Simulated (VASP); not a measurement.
Input of a VASP 6.6.1 run:

Contents of INCAR:

```
SYSTEM = MoS2
  PREC = Accurate
  ENCUT = 520
  EDIFF = 1E-6
  ISMEAR = 0
  SIGMA = 0.05
  LREAL = .False.
  LASPH = .True.
  NELM = 80
  ALGO = Normal
  ISIF = 2
  LWAVE = .False.
  LCHARG = .False.
  GGA = PE
  IVDW = 12
  NBANDS = 64
  KPAR = 4
```

Contents of KPOINTS:

```
Automatic mesh
0
Gamma
  6 6 4
  0 0 0
```

The input POSCAR:

```
MoS2
1.0
    6.1423925692      0.3293182715      0.2703051098
   -2.7859982958      5.2680114707     -0.0699881630
    0.2852416196      0.0794032636      6.7144353586
Mo S
4 8
Direct
    0.4987249734      0.4855277988     -0.0087645852
    0.5036400175      0.0027222581     -0.0052768053
    0.0087185805      0.5020340899     -0.0080307714
   -0.0032255976      0.0058383203      0.0083249770
    0.1747766229      0.3343295714      0.2362006546
    0.1612382987      0.8294033091      0.2367710941
    0.6668257089      0.3298081304      0.2365248312
    0.6669388579      0.8398135039      0.2436619651
    0.1664340949      0.3327601574      0.7638260633
    0.1689262997      0.8341758530      0.7674666181
    0.6586798583      0.3372144840      0.7593945643
    0.6616556183      0.8330391903      0.7699013943
```

Potentials or basis: VASP PAW PBE potentials, release 64 (Mo_sv, S).

Launch:

```bash
$ cat potpaw_PBE.64/Mo_sv/POTCAR potpaw_PBE.64/S/POTCAR > POTCAR
$ mpirun -np 4 vasp_std > vasp.out
```

Q: Predict the dispersion energy per atom.

A: -0.408 eV.

Q: Estimate the largest force.

A: 4.928 eV/Å.

Stress tensor (GPa, compression positive):
```
  9.75 -10.75 -13.39
-10.75   5.97  -0.56
-13.39  -0.56   2.53
```

Caveat: the cell differs from its parent crystal (atoms moved at random and the cell strained at random); forces of over 1 eV/Å act on the atoms, so gaps and moduli don't describe the material at rest.
